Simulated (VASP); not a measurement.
In, 2 atoms in the cell. The structure is cubic, space group Fd-3m (No. 227). The conventional cell has a = 4.803 Å, b = 4.803 Å, c = 4.803 Å, α = 90.00°, β = 90.00°, γ = 90.00°. Within 2.8 Å of In (site symmetry -43m) lie 4 In at 2.08 Å. This isn't the form of In at room conditions, which is tetragonal.

* Program: VASP 6.6.1
* Task: single point
* Functional: PBE
* Potentials or basis: VASP PAW PBE potentials, release 64 (In_d)
* Cutoff: 520 eV
* k mesh: 14 × 14 × 14
* Occupations: fermi-dirac, width 0.05 eV
* Spin: no spin polarisation
* Dipole correction: no
* Further INCAR settings: ALGO = Normal; EDIFF = 1e-06; NBANDS = 20

Potentials or basis: VASP PAW PBE potentials, release 64 (In_d).

Launch:

```sh
$ cat potpaw_PBE.64/In_d/POTCAR > POTCAR
$ mpirun -np 1 vasp_std > vasp.out
```

Hardware: 1 thread of Intel Xeon 8259CL, on a shared host.

**Question.** How long does it take, and how much memory?

**Answer.** It took 110 s on 1 thread of Intel Xeon 8259CL (shared host), peak memory 0.19 GiB. Counts: scf iterations 13, k points 104.
